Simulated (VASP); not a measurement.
# NaH (Pm-3m) in VASP: G0W0 quasiparticle levels with r2SCAN

Aim: the G0W0 quasiparticle levels of NaH with r2SCAN.

Program: VASP 6.6.1. These are calculated values, not measurements. Logs are shortened: lines on timing, memory, paths and dates and some standing lists are left out, and cuts for length are marked.

### 1 The cell of the first run

It takes space group Pm-3m (No. 221, cubic). The conventional cell has a = 2.932 Å, b = 2.932 Å, c = 2.932 Å, α = 90.00°, β = 90.00°, γ = 90.00°. Na (site symmetry m-3m) has 8 H at 2.54 Å and 6 Na at 2.93 Å within 3.4 Å. H (site symmetry m-3m) has 8 Na at 2.54 Å and 6 H at 2.93 Å within 3.4 Å.

### 2 G0W0 quasiparticle levels, r2SCAN

Contents of POSCAR:

```
NaH
1.0
    2.9323912055      0.0000000000      0.0000000000
    0.0000000000      2.9323912055      0.0000000000
    0.0000000000      0.0000000000      2.9323912055
Na H
1 1
Direct
    0.0000000000      0.0000000000      0.0000000000
    0.5000000000      0.5000000000      0.5000000000
```

Contents of INCAR.step1:

```
ALGO = Normal
EDIFF = 1E-8
ENCUT = 500
ISMEAR = 0
LASPH = True
LCHARG = False
LMIXTAU = True
LREAL = False
LWAVE = True
METAGGA = R2SCAN
NELM = 80
PREC = Accurate
SIGMA = 0.01
```

Contents of INCAR.step2:

```
ALGO = Exact
EDIFF = 1E-8
ENCUT = 500
ISMEAR = 0
ISTART = 1
LASPH = True
LCHARG = False
LMIXTAU = True
LOPTICS = True
LREAL = False
LWAVE = True
METAGGA = R2SCAN
NBANDS = 143
NELM = 1
PREC = Accurate
SIGMA = 0.01
```

Contents of INCAR.step3:

```
ALGO = EVGW0
EDIFF = 1E-8
ENCUT = 500
ENCUTGW = 180.0
ISMEAR = 0
ISTART = 1
LASPH = True
LCHARG = False
LMIXTAU = True
LREAL = False
LWAVE = False
METAGGA = R2SCAN
NBANDS = 143
NBANDSGW = 13
NELMGW = 1
NOMEGA = 48
PREC = Accurate
PRECFOCK = Fast
SIGMA = 0.01
```

Contents of KPOINTS:

```
k-points
0
Gamma
  6 6 6
```

Potentials or basis: VASP PAW PBE potentials, release 64 (Na_sv_GW, H_GW).

On the command line:

```console
$ cat potpaw_PBE.64/Na_sv_GW/POTCAR potpaw_PBE.64/H_GW/POTCAR > POTCAR
$ cp INCAR.step1 INCAR
$ mpirun -np 1 vasp_std > vasp.out
$ cp INCAR.step2 INCAR
$ mpirun -np 1 vasp_std > vasp.out
$ cp INCAR.step3 INCAR
$ mpirun -np 1 vasp_std > vasp.out
```

OUTCAR:

```text
EDIFF = 1E-8
   ENCUT = 500
   ENCUTGW = 180.0
   ISMEAR = 0
   ISTART = 1
   LASPH = True
   LREAL = False
   METAGGA = R2SCAN
   NELMGW = 1
   PREC = Accurate
   PRECFOCK = Fast

 ion  position               nearest neighbor table
   1  0.000  0.000  0.000-
   2  0.500  0.500  0.500-

  LATTYP: Found a simple cubic cell.
 ALAT       =     2.9323912055

  Lattice vectors:

 A1 = (   2.9323912055,   0.0000000000,   0.0000000000)
 A2 = (   0.0000000000,   2.9323912055,   0.0000000000)
 A3 = (   0.0000000000,   0.0000000000,   2.9323912055)

Analysis of symmetry for initial positions (statically):
=====================================================================
 Subroutine PRICEL returns:
 Original cell was already a primitive cell.

 Routine SETGRP: Setting up the symmetry group for a
 simple cubic supercell.

 Subroutine GETGRP returns: Found 48 space group operations
 (whereof 48 operations were pure point group operations)
 out of a pool of 48 trial point group operations.

The static configuration has the point symmetry O_h .

Analysis of symmetry for dynamics (positions and initial velocities):
=====================================================================
 Subroutine PRICEL returns:
 Original cell was already a primitive cell.

 Routine SETGRP: Setting up the symmetry group for a
 simple cubic supercell.

 Subroutine GETGRP returns: Found 48 space group operations
 (whereof 48 operations were pure point group operations)
 out of a pool of 48 trial point group operations.

The dynamic configuration has the point symmetry O_h .

 Subroutine INISYM returns: Found 48 space group operations
 (whereof 48 operations are pure point group operations),
 and found     1 'primitive' translations

----------------------------------------------------------------------------------------

                                     Primitive cell

  volume of cell :      25.2154

  direct lattice vectors                    reciprocal lattice vectors
     2.932391206  0.000000000  0.000000000     0.341018619  0.000000000  0.000000000
     0.000000000  2.932391206  0.000000000     0.000000000  0.341018619  0.000000000
     0.000000000  0.000000000  2.932391206     0.000000000  0.000000000  0.341018619

  length of vectors
     2.932391206  2.932391206  2.932391206     0.341018619  0.341018619  0.341018619

  position of ions in fractional coordinates (direct lattice)
     0.000000000  0.000000000  0.000000000
     0.500000000  0.500000000  0.500000000

  ion indices of the primitive-cell ions
   primitive index   ion index
                 1           1
                 2           2

----------------------------------------------------------------------------------------

 KPOINTS: k-points

Automatic generation of k-mesh.
 Grid dimensions read from file:
 generate k-points for:    6    6    6

 Generating k-lattice:

  Cartesian coordinates                     Fractional coordinates (reciprocal lattice)
     0.056836437  0.000000000  0.000000000     0.166666667  0.000000000  0.000000000
     0.000000000  0.056836437  0.000000000     0.000000000  0.166666667  0.000000000
     0.000000000  0.000000000  0.056836437     0.000000000  0.000000000  0.166666667

  Length of vectors
     0.056836437  0.056836437  0.056836437

  Shift w.r.t. Gamma in fractional coordinates (k-lattice)
     0.000000000  0.000000000  0.000000000

 Subroutine IBZKPT returns following result:
 ===========================================

 Found     20 irreducible k-points:

 Following reciprocal coordinates:
            Coordinates               Weight
  0.000000  0.000000  0.000000      1.000000
  0.166667  0.000000  0.000000      6.000000
  0.333333  0.000000  0.000000      6.000000
  0.500000  0.000000  0.000000      3.000000
  0.166667  0.166667  0.000000     12.000000
  0.333333  0.166667  0.000000     24.000000
[... 12 lines left out ...]
  0.500000  0.500000  0.333333      6.000000
  0.500000  0.500000  0.500000      1.000000
   k-points           NKPTS =     20   k-points in BZ     NKDIM =    216   number of bands    NBANDS=    143
   number of dos      NEDOS =    301   number of ions     NIONS =      2
   total plane-waves  NPLWV =  13824
   dimension x,y,z NGX =    24 NGY =   24 NGZ =   24
   dimension x,y,z NGXF=    48 NGYF=   48 NGZF=   48
   ions per type =               1   1
   NGX,Y,Z   is equivalent  to a cutoff of  13.61, 13.61, 13.61 a.u.
   NGXF,Y,Z  is equivalent  to a cutoff of  27.21, 27.21, 27.21 a.u.
 SYSTEM =  unknown system
   PREC   = accura    normal or accurate (medium, high low for compatibility)
   ISTART =      1    job   : 0-new  1-cont  2-samecut
   ICHARG =      0    charge: 1-file 2-atom 10-const
   ISPIN  =      1    spin polarized calculation?
   LNONCOLLINEAR =      F non collinear calculations
   LSORBIT =      F    spin-orbit coupling
   LASPH  =      T    aspherical Exc in radial PAW
   ENCUT  =  500.0 eV  36.75 Ry    6.06 a.u.   5.35  5.35  5.35*2*pi/ulx,y,z
   NELM   =     60;   NELMIN=  2; NELMDL=  0     # of ELM steps
   EDIFF  = 0.1E-07   stopping-criterion for ELM
   LREAL  =      F    real-space projection
   EDIFFG = 0.1E-06   stopping-criterion for IOM
   NSW    =      0    number of steps for IOM
   IBRION =     -1    ionic relax: 0-MD 1-quasi-New 2-CG
   NFREE  =      0    steps in history (QN), initial steepest desc. (CG)
   ISIF   =      0    stress and relaxation
   ISYM   =      3    0-nonsym 1-usesym 2-fastsym
   POTIM  = 0.5000    time-step for ionic-motion
   TEBEG  =    0.0;   TEEND  =   0.0 temperature during run
   PSTRESS=    0.0 pullay stress
   NELECT =      10.0000    total number of electrons
   NUPDOWN=      -1.0000    fix difference up-down
   EMIN   =  10.00;   EMAX   =-10.00  energy-range for DOS
   EFERMI =   0.00;   METHOD = LEGACY
   ISMEAR =     0;   SIGMA  =   0.01  broadening in eV -4-tet -1-fermi 0-gaus
   EFERMI_NEDOS =   21; number of points for ismear=-14 and -15
   IALGO  =     38    algorithm
   IMIX   =      4    mixing-type and parameters
     AMIX     =   0.40;   BMIX     =  1.00
     AMIX_MAG =   1.60;   BMIX_MAG =  1.00
  volume/ion in A,a.u.               =      12.61        85.08
  Fermi-wavevector in a.u.,A,eV,Ry     =   1.202780  2.272925 19.683278  1.446680
  Thomas-Fermi vector in A             =   2.338552
   LORBIT       =      0    0 simple, 1 ext, 2 COOP (PROOUT), +10 PAW based schemes
   METAGGA = R2SCAN    functional components
   LHFCALC =     T    Hartree Fock is set to
   PRECFOCK=fast      Normal, Fast or Accurate (Low or Medium for compatibility)
   ENCUT4O =  -1.0   cutoff for four orbital integrals eV
   NKREDX  =     1    reduce k-point grid by
   NKREDY  =     1    reduce k-point grid by
   NKREDZ  =     1    reduce k-point grid by
   AEXX    =    1.0000 exact exchange contribution
   HFSCREEN=    0.0000 screening length (either q_TF or 0.3 A-1)
   HFSCREENC=   0.0000 screening length for correlation (either q_TF or 0.3 A-1)
   ENCUTFOCK=  -1.0 apply spherical cutoff to Coloumb kernel
   IVDW    =     0    specifies the selected vdW correction
   LEPSILON=     F    determine dielectric tensor
   LRPA    =     F    only Hartree local field effects (RPA)
   LRPAFORCE           =     F    calculate RPA forces
   ENCUTGW             = 180.0    cutoff for response function in eV
   ENCUTGWSOFT         = 144.0    soft cutoff for Coulomb kernel in GW response function in eV
   ENCUTLF             =  -1.0    cutoff for local field effects
   NELMGW              =     1    number of iterations in solving QP/BSE equation
   NELMHF              =     1    number of iterations in the inner HF iteration
   NKREDLFX            =     1    NKREDLFY  =   1   NKREDLFZ  =   1
 non-spin polarized calculation
 Gauss-broadening in eV      SIGMA  =   0.01
  energy-cutoff  :      500.00
  volume of cell :       25.22
 maximum number of plane-waves:       656
 NGX is ok and might be reduce to    24
  NGX = 12; NGY = 12; NGZ = 12
   NGX = 11   NGY = 11   NGZ = 11
 maximum number of plane-waves:       150

 QP shifts <psi_nk| G(iteration)W_0 |psi_nk>: iteration 1
 for sc-GW calculations column KS-energies equals QP-energies in previous step
 and V_xc(KS)=  KS-energies - (<T + V_ion + V_H > + <T+V_H+V_ion>^1  + <V_x>^1)

 k-point   1 :       0.0000    0.0000    0.0000
  band No.  KS-energies  QP-energies   sigma(KS)   V_xc(KS)     V^pw_x(r,r')   Z            occupation Imag(sigma)

      1     -53.9944     -60.2651     -40.6466     -32.1759     -49.2691       0.7403       2.0000       0.6449
      2     -24.3615     -28.6109     -35.3875     -29.8469     -41.5781       0.7669       2.0000       0.3897
      3     -24.3615     -28.6109     -35.3875     -29.8469     -41.5781       0.7669       2.0000       0.3897
      4     -24.3615     -28.6109     -35.3875     -29.8469     -41.5781       0.7669       2.0000       0.3897
      5      -5.0966      -6.5975     -11.5706      -9.5515     -14.2157       0.7433       2.0000       0.6792
      6      10.6842      11.6771      -9.5970     -10.8864      -5.1602       0.7701       0.0000      -0.6236
      7      13.0900      13.2912      -5.6563      -5.9048      -1.3728       0.8094       0.0000      -0.7641
      8      13.0900      13.2912      -5.6563      -5.9048      -1.3728       0.8094       0.0000      -0.7641
      9      14.5672      15.3744      -6.9604      -7.9361      -2.7981       0.8273       0.0000      -0.8461
     10      14.5672      15.3744      -6.9604      -7.9361      -2.7981       0.8273       0.0000      -0.8461
     11      14.5672      15.3744      -6.9604      -7.9361      -2.7981       0.8273       0.0000      -0.8461
     12      28.6656      29.2622      -6.0628      -6.7439      -1.8010       0.8758       0.0000      -1.3563
     13      28.6656      29.2622      -6.0628      -6.7439      -1.8010       0.8758       0.0000      -1.3563

 k-point   2 :       0.1667    0.0000    0.0000
  band No.  KS-energies  QP-energies   sigma(KS)   V_xc(KS)     V^pw_x(r,r')   Z            occupation Imag(sigma)
[... 307 lines left out ...]
      1     -53.9559     -60.3153     -40.7039     -32.2407     -49.3285       0.7514       2.0000       0.6384
      2     -24.4829     -28.7019     -35.1399     -29.6086     -41.3204       0.7628       2.0000       0.3930
      3     -24.4829     -28.7019     -35.1399     -29.6086     -41.3204       0.7628       2.0000       0.3930
      4     -24.4829     -28.7019     -35.1399     -29.6086     -41.3204       0.7628       2.0000       0.3930
      5       1.0865      -0.2328     -13.4345     -11.7437     -14.4128       0.7803       2.0000       0.2030
      6       8.5650       9.2702      -6.1058      -6.9760      -2.6323       0.8103       0.0000      -0.3239
      7       8.5650       9.2702      -6.1058      -6.9760      -2.6323       0.8103       0.0000      -0.3239
      8       8.5650       9.2702      -6.1058      -6.9760      -2.6323       0.8103       0.0000      -0.3239
      9      11.3694      11.7660      -7.0955      -7.5924      -2.9808       0.7979       0.0000      -0.6261
     10      11.3694      11.7660      -7.0955      -7.5924      -2.9808       0.7979       0.0000      -0.6261
     11      11.3694      11.7660      -7.0955      -7.5924      -2.9808       0.7979       0.0000      -0.6261
     12      18.2492      20.1461      -7.9331     -10.1179      -3.5946       0.8682       0.0000      -1.0310
     13      34.3285      36.5448      -6.5729      -8.8267      -2.0763       0.9834       0.0000      -3.0696
```

Run time: 7.5 min. Hardware: 1 thread of Intel Xeon Platinum 8259CL at 2.50GHz (Skylake/Cascade Lake), shared host; peak memory 0.63 GiB.

What came out:

```yaml
Quasiparticle_gap: 3.56 eV
Least_direct_quasiparticle_gap: 7.29 eV
Band_gap_of_the_starting_levels_on_the_mesh: 1.37 eV
Least_direct_gap_of_the_starting_levels_on_the_mesh: 4.92 eV
```

Caveat: bands, screening cutoff and mesh are small and nothing is extrapolated, so the quasiparticle values aren't converged.
